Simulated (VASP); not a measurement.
The system is BaSnAu.

```
Ba Sn Au
1.0
     4.06366    0.00000    0.00000
     0.00000    4.06366    0.00000
     0.00000    0.00000    6.29865
Ba Sn Au
1 1 1
Cartesian
  0.0000 0.0000 0.0000
  2.0318 2.0318 3.1493
  0.0000 0.0000 3.1493
```

```yaml
Program: VASP 6.6.1
Task: relaxation of cell and atoms
Functional: PBE
Potentials_or_basis: VASP PAW PBE potentials, release 64 (Ba_sv, Sn_d, Au)
Cutoff: 600 eV
k_mesh: 4 × 4 × 4
Occupations: gaussian, width 0.1 eV
Spin: no spin polarisation
```

At the start: pressure -0.6 GPa; volume 34.67 Å³/atom.

Q: How do energy, volume and symmetry change on relaxing?

A: Over 4 steps the energy falls by 2.4 meV/atom and the volume is 34.18 Å³/atom (-1.4 %); space group P4/mmm (No. 123, to 0.05 Å).

The path:
```csv
step,energy change (eV),largest force (eV/Å),pressure (GPa),volume (Å³)
1,0.0000,0.0000,-0.55,104.01
2,-0.0068,0.0000,0.13,102.21
3,-0.0068,0.0000,0.14,102.19
4,-0.0072,0.0000,0.01,102.53
```

Final structure:
```
Ba Sn Au
1.0
     4.02217    0.00000    0.00000
     0.00000    4.02217    0.00000
     0.00000    0.00000    6.33752
Ba Sn Au
1 1 1
Direct
  0.00000 0.00000 0.00000
  0.50000 0.50000 0.50000
  0.00000 0.00000 0.50000
```

Caveat: the k points lie up to 0.39 Å⁻¹ apart in the final cell.
